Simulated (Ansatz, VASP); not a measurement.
# One calculation of AlIr, two programs

```xyz
2
Lattice="2.9946 0.0000 0.0000 0.0000 2.9946 0.0000 0.0000 0.0000 2.9946" Properties=species:S:1:pos:R:3 pbc="T T T"
Al    0.0000    0.0000    0.0000
Ir    1.4973    1.4973    1.4973
```

Alike in both runs: task single point; functional LDA; k mesh 11 × 11 × 11; occupations methfessel-paxton of order 1, width 0.1 eV; no spin polarisation.

```csv
,VASP,Ansatz
version,VASP 6.6.1,Ansatz 0.2.0
potentials or method,"VASP PAW LDA potentials, release 64 (Al, Ir)","plane waves, PAW"
plane-wave cutoff (eV),500,420
valence electrons in the cell,12,20
```

|  | VASP | Ansatz | Ansatz less VASP |
| --- | --- | --- | --- |
| gap on the k mesh at the Fermi level (eV) | none | none | - |
| pressure (GPa) | -5.2 | -6.3 | -1.08 |

LDA's correlation is that of Perdew and Zunger in VASP and of Perdew and Wang (1992) in Ansatz. A gap of «none» marks a metal or a gap that the smearing closes. VASP's potentials hold 12 valence electrons a cell and Ansatz's 20, so a difference there can come from the potentials and not from the codes.

Neither program's run includes spin-orbit coupling.
